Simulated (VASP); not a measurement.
# MoH5 (P4/mmm) in VASP: a series of runs

Runs on MoH5. Level: PBE. Tasks: single point, relaxation of cell and atoms.

Everything below comes from runs of VASP 6.6.1. Logs are shortened: lines on timing, memory, paths and dates and some standing lists are left out, and cuts for length are marked.

## Step 1: The cell of the first run

It takes space group P4/mmm (No. 123, tetragonal). The conventional cell has a = 2.747 Å, b = 2.747 Å, c = 4.628 Å, α = 90.00°, β = 90.00°, γ = 90.00°. H (site symmetry 4mm) has 1 H at 0.86 Å within 1.2 Å. H (site symmetry 4mm) has 1 H at 0.97 Å within 1.3 Å. Within 1.3 Å of H (site symmetry 4/mmm) lie 2 H at 0.97 Å. Mo (site symmetry 4/mmm) has 10 H at 1.89 to 2.36 Å within 2.5 Å.

## Step 2: Single point, PBE

File INCAR:

```
SYSTEM = MoH5
  ALGO = Normal
  EDIFF = 1E-6
  ENCUT = 520
  GGA = PE
  ISIF = 2
  ISMEAR = 0
  LASPH = .True.
  LCHARG = .True.
  LELF = .True.
  LREAL = .False.
  LVHAR = .True.
  LWAVE = .False.
  NBANDS = 18
  NELM = 100
  PREC = Accurate
  SIGMA = 0.1
```

File KPOINTS:

```
k-points
0
Gamma
  8 8 2
  0 0 0
```

File POSCAR:

```
MoH5
1.0
    2.7472120937      0.0000000000      0.0000000000
    0.0000000000      2.7472120937      0.0000000000
    0.0000000000      0.0000000000      4.6278092713
H Mo
5 1
Direct
    0.5000000000      0.5000000000      0.4074549919
    0.5000000000      0.5000000000      0.5925450081
    0.0000000000      0.0000000000      0.2903214471
    0.0000000000      0.0000000000      0.7096785529
    0.0000000000      0.0000000000      0.5000000000
    0.5000000000      0.5000000000      0.0000000000
```

Potentials or basis: VASP PAW PBE potentials, release 64 (H, Mo_sv).

On the command line:

```
cat potpaw_PBE.64/H/POTCAR potpaw_PBE.64/Mo_sv/POTCAR > POTCAR
mpirun -np 1 vasp_std > vasp.out
```

OUTCAR:

```text
SYSTEM = MoH5
   EDIFF = 1E-6
   ENCUT = 520
   GGA = PE
   ISIF = 2
   ISMEAR = 0
   LASPH = .True.
   LREAL = .False.
   NELM = 100
   PREC = Accurate

 ion  position               nearest neighbor table
   1  0.500  0.500  0.407-   2 0.86   6 1.89
   2  0.500  0.500  0.593-   1 0.86   6 1.89
   3  0.000  0.000  0.290-
   4  0.000  0.000  0.710-
   5  0.000  0.000  0.500-
   6  0.500  0.500  0.000-   1 1.89   2 1.89

  LATTYP: Found a simple tetragonal cell.
 ALAT       =     2.7472120937
 C/A-ratio  =     1.6845475025

  Lattice vectors:

 A1 = (   2.7472120937,   0.0000000000,   0.0000000000)
 A2 = (   0.0000000000,   2.7472120937,   0.0000000000)
 A3 = (   0.0000000000,   0.0000000000,   4.6278092713)

Analysis of symmetry for initial positions (statically):
=====================================================================
 Subroutine PRICEL returns:
 Original cell was already a primitive cell.

 Routine SETGRP: Setting up the symmetry group for a
 simple tetragonal supercell.

 Subroutine GETGRP returns: Found 16 space group operations
 (whereof 16 operations were pure point group operations)
 out of a pool of 16 trial point group operations.

The static configuration has the point symmetry D_4h.

Analysis of symmetry for dynamics (positions and initial velocities):
=====================================================================
 Subroutine PRICEL returns:
 Original cell was already a primitive cell.

 Routine SETGRP: Setting up the symmetry group for a
 simple tetragonal supercell.

 Subroutine GETGRP returns: Found 16 space group operations
 (whereof 16 operations were pure point group operations)
 out of a pool of 16 trial point group operations.

The dynamic configuration has the point symmetry D_4h.

 Subroutine INISYM returns: Found 16 space group operations
 (whereof 16 operations are pure point group operations),
 and found     1 'primitive' translations

----------------------------------------------------------------------------------------

                                     Primitive cell

  volume of cell :      34.9269

  direct lattice vectors                    reciprocal lattice vectors
     2.747212094  0.000000000  0.000000000     0.364005387  0.000000000  0.000000000
     0.000000000  2.747212094  0.000000000     0.000000000  0.364005387  0.000000000
     0.000000000  0.000000000  4.627809271     0.000000000  0.000000000  0.216084964

  length of vectors
     2.747212094  2.747212094  4.627809271     0.364005387  0.364005387  0.216084964

  position of ions in fractional coordinates (direct lattice)
     0.500000000  0.500000000  0.407454992
     0.500000000  0.500000000  0.592545008
     0.000000000  0.000000000  0.290321447
     0.000000000  0.000000000  0.709678553
     0.000000000  0.000000000  0.500000000
     0.500000000  0.500000000  0.000000000

  ion indices of the primitive-cell ions
   primitive index   ion index
                 1           1
                 2           2
                 3           3
                 4           4
                 5           5
                 6           6

----------------------------------------------------------------------------------------

 KPOINTS: k-points

Automatic generation of k-mesh.
 Grid dimensions read from file:
 generate k-points for:    8    8    2

 Generating k-lattice:

  Cartesian coordinates                     Fractional coordinates (reciprocal lattice)
     0.045500673  0.000000000  0.000000000     0.125000000  0.000000000  0.000000000
     0.000000000  0.045500673  0.000000000     0.000000000  0.125000000  0.000000000
     0.000000000  0.000000000  0.108042482     0.000000000  0.000000000  0.500000000

  Length of vectors
     0.045500673  0.045500673  0.108042482

  Shift w.r.t. Gamma in fractional coordinates (k-lattice)
     0.000000000  0.000000000  0.000000000

 Subroutine IBZKPT returns following result:
 ===========================================

 Found     30 irreducible k-points:

 Following reciprocal coordinates:
            Coordinates               Weight
  0.000000  0.000000  0.000000      1.000000
  0.125000  0.000000  0.000000      4.000000
  0.250000  0.000000  0.000000      4.000000
  0.375000  0.000000  0.000000      4.000000
  0.500000  0.000000  0.000000      2.000000
  0.125000  0.125000  0.000000      4.000000
[... 16 lines left out ...]
  0.375000  0.125000  0.500000      8.000000
  0.500000  0.125000  0.500000      4.000000
 [... further k-points ...]
   k-points           NKPTS =     30   k-points in BZ     NKDIM =     30   number of bands    NBANDS=     18
   number of dos      NEDOS =    301   number of ions     NIONS =      6
   total plane-waves  NPLWV =  14400
   dimension x,y,z NGX =    20 NGY =   20 NGZ =   36
   dimension x,y,z NGXF=    40 NGYF=   40 NGZF=   72
   ions per type =               5   1
   NGX,Y,Z   is equivalent  to a cutoff of  12.10, 12.10, 12.93 a.u.
   NGXF,Y,Z  is equivalent  to a cutoff of  24.21, 24.21, 25.86 a.u.
 SYSTEM =  MoH5
   PREC   = accura    normal or accurate (medium, high low for compatibility)
   ISTART =      0    job   : 0-new  1-cont  2-samecut
   ICHARG =      2    charge: 1-file 2-atom 10-const
   ISPIN  =      1    spin polarized calculation?
   LNONCOLLINEAR =      F non collinear calculations
   LSORBIT =      F    spin-orbit coupling
   LASPH  =      T    aspherical Exc in radial PAW
   ENCUT  =  520.0 eV  38.22 Ry    6.18 a.u.   5.11  5.11  8.60*2*pi/ulx,y,z
   NELM   =    100;   NELMIN=  2; NELMDL= -5     # of ELM steps
   EDIFF  = 0.1E-05   stopping-criterion for ELM
   LREAL  =      F    real-space projection
   EDIFFG = 0.1E-04   stopping-criterion for IOM
   NSW    =      0    number of steps for IOM
   IBRION =     -1    ionic relax: 0-MD 1-quasi-New 2-CG
   NFREE  =      0    steps in history (QN), initial steepest desc. (CG)
   ISIF   =      2    stress and relaxation
   ISYM   =      2    0-nonsym 1-usesym 2-fastsym
   POTIM  = 0.5000    time-step for ionic-motion
   TEBEG  =    0.0;   TEEND  =   0.0 temperature during run
   PSTRESS=    0.0 pullay stress
   NELECT =      19.0000    total number of electrons
   NUPDOWN=      -1.0000    fix difference up-down
   EMIN   =  10.00;   EMAX   =-10.00  energy-range for DOS
   EFERMI =   0.00;   METHOD = LEGACY
   ISMEAR =     0;   SIGMA  =   0.10  broadening in eV -4-tet -1-fermi 0-gaus
   EFERMI_NEDOS =   21; number of points for ismear=-14 and -15
   IALGO  =     38    algorithm
   IMIX   =      4    mixing-type and parameters
     AMIX     =   0.40;   BMIX     =  1.00
     AMIX_MAG =   1.60;   BMIX_MAG =  1.00
  volume/ion in A,a.u.               =       5.82        39.28
  Fermi-wavevector in a.u.,A,eV,Ry     =   1.336409  2.525447 24.299859  1.785989
  Thomas-Fermi vector in A             =   2.465038
   LORBIT       =      0    0 simple, 1 ext, 2 COOP (PROOUT), +10 PAW based schemes
   GGA     = PE    functional components
   LHFCALC =     F    Hartree Fock is set to
   AEXX    =    0.0000 exact exchange contribution
   IVDW    =     0    specifies the selected vdW correction
   LEPSILON=     F    determine dielectric tensor
   LRPA    =     F    only Hartree local field effects (RPA)
 non-spin polarized calculation
 Gauss-broadening in eV      SIGMA  =   0.10
  energy-cutoff  :      520.00
  volume of cell :       34.93
 maximum number of plane-waves:       955
   NGX = 11   NGY = 11   NGZ = 17

 number of electron      18.9999990 magnetization

 Free energy of the ion-electron system (eV)
  ---------------------------------------------------
  ext. energy  EPLUGINS =         0.00000000
  ---------------------------------------------------
  free energy    TOTEN  =       -24.34367686 eV

  energy without entropy =      -24.33860084  energy(sigma->0) =      -24.34113885

 E-fermi :   5.9934     XC(G=0): -11.2684

 val. band max:        5.9637339603   @ k =   0.5000   0.2500   0.5000
 cond. band min:       6.0980449807   @ k =   0.2500   0.1250   0.5000
 fundamental gap:      0.1343110204
 Fermi energy:         5.9933744044

 k-point     1 :       0.0000    0.0000    0.0000
  band No.  band energies     occupation
      1     -54.9544      2.00000
      2     -29.1534      2.00000
      3     -28.5277      2.00000
      4     -28.5277      2.00000
      5      -6.5067      2.00000
      6       0.4678      2.00000
[... 10 lines left out ...]
     17      22.1072      0.00000
     18      22.6874      0.00000

 k-point     2 :       0.1250    0.0000    0.0000
  band No.  band energies     occupation
      1     -54.9391      2.00000
      2     -29.1375      2.00000
      3     -28.6664      2.00000
      4     -28.5159      2.00000
      5      -6.2313      2.00000
      6       0.6087      2.00000
[... 10 lines left out ...]
     17      20.9175      0.00000
     18      21.5236      0.00000

 k-point     3 :       0.2500    0.0000    0.0000
  band No.  band energies     occupation
      1     -54.9020      2.00000
      2     -29.0989      2.00000
      3     -28.9921      2.00000
      4     -28.4870      2.00000
      5      -5.4297      2.00000
      6       0.4645      2.00000
[... 10 lines left out ...]
     17      19.2718      0.00000
     18      20.6894      0.00000

 k-point     4 :       0.3750    0.0000    0.0000
  band No.  band energies     occupation
      1     -54.8646      2.00000
      2     -29.3061      2.00000
      3     -29.0600      2.00000
      4     -28.4581      2.00000
      5      -4.1619      2.00000
      6      -0.7800      2.00000
[... 375 lines left out ...]
      4     -28.6217      2.00000
      5      -4.6113      2.00000
      6       0.0387      2.00000
[... 10 lines left out ...]
     17      19.7075      0.00000
     18      20.0730      0.00000

 k-point    23 :       0.3750    0.1250    0.5000
  band No.  band energies     occupation
      1     -54.8496      2.00000
      2     -29.2880      2.00000
      3     -29.0531      2.00000
      4     -28.5902      2.00000
      5      -3.5889      2.00000
      6      -0.1820      2.00000
[... 10 lines left out ...]
     17      18.1225      0.00000
     18      20.2090      0.00000

 k-point    24 :       0.5000    0.1250    0.5000
  band No.  band energies     occupation
      1     -54.8341      2.00000
      2     -29.4140      2.00000
      3     -29.0369      2.00000
      4     -28.5772      2.00000
      5      -2.7120      2.00000
      6      -1.2760      2.00000
[... 10 lines left out ...]
     17      19.0448      0.00000
     18      20.2131      0.00000

 [... further k-points ...]
[... 5 lines left out ...]
  --------------------------------------------------------------------------------------
  -------------------------------------------------------------------------------------
  Total       -0.0366848     -0.0366848     -0.0211315      0.0000000      0.0000000     -0.0000000
  in kB       -1.6828150     -1.6828150     -0.9693505      0.0000000      0.0000000     -0.0000000
  external PRESSURE =      -1.4449935 kB  Pullay stress =       0.0000000 kB

 VOLUME and BASIS-vectors are now :
 -----------------------------------------------------------------------------
  energy-cutoff  :      520.00
  volume of cell :       34.93
      direct lattice vectors                 reciprocal lattice vectors
     2.747212094  0.000000000  0.000000000     0.364005387  0.000000000  0.000000000
     0.000000000  2.747212094  0.000000000     0.000000000  0.364005387  0.000000000
     0.000000000  0.000000000  4.627809271     0.000000000  0.000000000  0.216084964

 POSITION                                       TOTAL-FORCE (eV/Angst)
 -----------------------------------------------------------------------------------
      1.37361      1.37361      1.88562         0.000000     -0.000000      0.002718
      1.37361      1.37361      2.74219        -0.000000      0.000000     -0.002718
      0.00000      0.00000      1.34355         0.000000      0.000000      0.001638
      0.00000      0.00000      3.28426        -0.000000      0.000000     -0.001638
      0.00000      0.00000      2.31390        -0.000000     -0.000000      0.000000
      1.37361      1.37361      0.00000        -0.000000     -0.000000      0.000000
 -----------------------------------------------------------------------------------
    total drift:                                0.000000      0.000000     -0.000000

  FREE ENERGIE OF THE ION-ELECTRON SYSTEM (eV)
  ---------------------------------------------------
  free  energy   TOTEN  =       -24.3436768600 eV

  energy  without entropy=      -24.3386008446  energy(sigma->0) =      -24.34113885
```

It took 6.8 s on 1 thread of AMD EPYC 9R45 (Zen 5), shared host; peak memory 0.12 GiB.

What came out:

- Free energy: -24.3437 eV
- Pressure: -0.1 GPa

Forces on the atoms (eV/Å):
```
H    0.000  0.000  0.003
H    0.000  0.000 -0.003
H    0.000  0.000  0.002
H    0.000  0.000 -0.002
H    0.000  0.000  0.000
Mo   0.000  0.000  0.000
```

Caveat: the k points lie up to 0.68 Å⁻¹ apart.

## Step 3: Single point, PBE

This run uses another cell than the first one, of 5.87 Å³/atom, 1.008 times its volume.

File INCAR:

```
PREC = Accurate
ENCUT = 520
EDIFF = 1E-6
ISMEAR = 0
SIGMA = 0.1
LREAL = False
LASPH = True
NELM = 100
ALGO = Normal
ISIF = 2
LWAVE = False
LCHARG = False
GGA = PE
NBANDS = 18
```

File KPOINTS:

```
Automatic mesh
0
Gamma
  6 6 4
```

File POSCAR:

```
MoH5
1.0
    2.7004329720      0.0000000000      0.0000000000
    0.0000000000      2.7004329720      0.0000000000
    0.0000000000      0.0000000000      4.8258051765
H Mo
5 1
Direct
    0.5000000000      0.5000000000      0.4118159802
    0.5000000000      0.5000000000      0.5881840198
    0.0000000000      0.0000000000      0.3026622986
    0.0000000000      0.0000000000      0.6973377014
    0.0000000000      0.0000000000      0.5000000000
    0.5000000000      0.5000000000      0.0000000000
```

Potentials or basis: VASP PAW PBE potentials, release 64 (H, Mo_sv).

On the command line:

```
cat potpaw_PBE.64/H/POTCAR potpaw_PBE.64/Mo_sv/POTCAR > POTCAR
mpirun -np 1 vasp_std > vasp.out
```

It took 7.5 s on 1 thread of AMD EPYC 9R45 (Zen 5), shared host; peak memory 0.12 GiB.

Results (log left out):

| Property | Result |
| --- | --- |
| Free energy | -23.9616 eV |
| Pressure | -0.1 GPa |
| Largest force | 0.019 eV/Å |

Forces in eV/Å, atoms in the order of the input:
```
H    0.000  0.000  0.019
H    0.000  0.000 -0.019
H    0.000  0.000  0.000
H    0.000  0.000  0.000
H    0.000  0.000  0.000
Mo   0.000  0.000  0.000
```

Stress tensor (GPa, compression positive):
```
-0.14  0.00  0.00
 0.00 -0.14  0.00
 0.00  0.00  0.07
```

Levels at points of the mesh, in eV from the Fermi level:
```csv
k point,band 5,band 6,band 7,band 8,band 9,band 10,band 11,band 12,band 13,band 14
"(0.00, 0.00, 0.00)",-12.87,-5.63,-5.06,-3.84,-1.38,1.20,1.20,1.61,2.82,8.13
"(0.50, 0.00, 0.00)",-8.95,-8.40,-5.43,-3.23,0.14,1.71,2.00,2.34,2.56,3.07
"(0.50, 0.50, 0.00)",-8.22,-6.90,-3.49,-2.13,-2.13,-1.05,2.84,3.12,3.12,4.73
"(0.00, 0.00, 0.50)",-12.25,-7.88,-3.83,-3.57,-2.34,1.13,1.13,2.82,4.56,6.60
"(0.50, 0.00, 0.50)",-9.30,-7.59,-3.86,-3.28,-2.11,-1.48,0.15,1.68,6.61,7.37
"(0.50, 0.50, 0.50)",-7.33,-6.06,-6.05,-2.48,-2.48,-0.90,2.29,4.73,5.74,5.74
```

Caveat: the k points lie up to 0.39 Å⁻¹ apart.

## Step 4: Single point, PBE

This run uses another cell than the first one, of 10.04 Å³/atom, 1.724 times its volume.

File INCAR:

```
PREC = Accurate ; ENCUT = 520
EDIFF = 1E-6 ; ISMEAR = 0
SIGMA = 0.1 ; LREAL = False
LASPH = True ; NELM = 80
ALGO = Normal ; ISIF = 2
LWAVE = False ; LCHARG = False
GGA = PE ; NBANDS = 18
```

File KPOINTS:

```
Automatic mesh
0
Gamma
  8 8 2
```

File POSCAR:

```
MoH5
1.0
    2.4224157800      0.0000000000      0.0000000000
    0.0000000000      2.4224157800      0.0000000000
    0.0000000000      0.0000000000     10.2612752500
H Mo
5 1
Direct
    0.5000000000      0.5000000000      0.3344822800
    0.5000000000      0.5000000000      0.6655177200
    0.0000000000      0.0000000000      0.1759868000
    0.0000000000      0.0000000000      0.8240132000
    0.0000000000      0.0000000000      0.5000000000
    0.5000000000      0.5000000000      0.0000000000
```

On the command line:

```
cat potpaw_PBE.64/H/POTCAR potpaw_PBE.64/Mo_sv/POTCAR > POTCAR
mpirun -np 1 vasp_std > vasp.out
```

Run time: 15 s. Hardware: 1 thread of AMD EPYC 9R45 (Zen 5), shared host; peak memory 0.15 GiB.

It converged, with:

```yaml
Free_energy: -17.7291 eV
Pressure: -9.7 GPa
Largest_force: 1.253 eV/Å
```

Forces on the atoms (eV/Å):
```
H    0.000  0.000  0.253
H    0.000  0.000 -0.253
H    0.000  0.000 -1.253
H    0.000  0.000  1.253
H    0.000  0.000  0.000
Mo   0.000  0.000  0.000
```

Stress tensor (GPa, compression positive):
```
 -1.18   0.00   0.00
  0.00  -1.18   0.00
  0.00   0.00 -26.85
```

Levels at points of the mesh, in eV from the Fermi level:
| k point | band 7 | band 8 | band 9 | band 10 | band 11 | band 12 | band 13 | band 14 |
| --- | --- | --- | --- | --- | --- | --- | --- | --- |
| (0.00, 0.00, 0.00) | -5.41 | -5.11 | -4.18 | -2.15 | -0.03 | 2.60 | 2.60 | 4.96 |
| (0.50, 0.00, 0.00) | -2.77 | -1.15 | -0.47 | -0.42 | 0.46 | 0.79 | 1.23 | 3.36 |
| (0.50, 0.50, 0.00) | -2.37 | 0.37 | 1.58 | 1.70 | 2.28 | 2.34 | 2.45 | 7.89 |
| (0.00, 0.00, 0.50) | -5.11 | -4.74 | -4.47 | -2.55 | 0.46 | 2.60 | 2.60 | 4.66 |
| (0.50, 0.00, 0.50) | -2.76 | -0.94 | -0.81 | -0.55 | 0.70 | 0.79 | 1.36 | 3.36 |
| (0.50, 0.50, 0.50) | -2.37 | 0.36 | 1.63 | 1.75 | 2.12 | 2.23 | 2.62 | 7.89 |

Caveat: forces of over 1 eV/Å act on the atoms, so gaps and moduli don't describe the material at rest.

(Continued in part 2 of 2.)
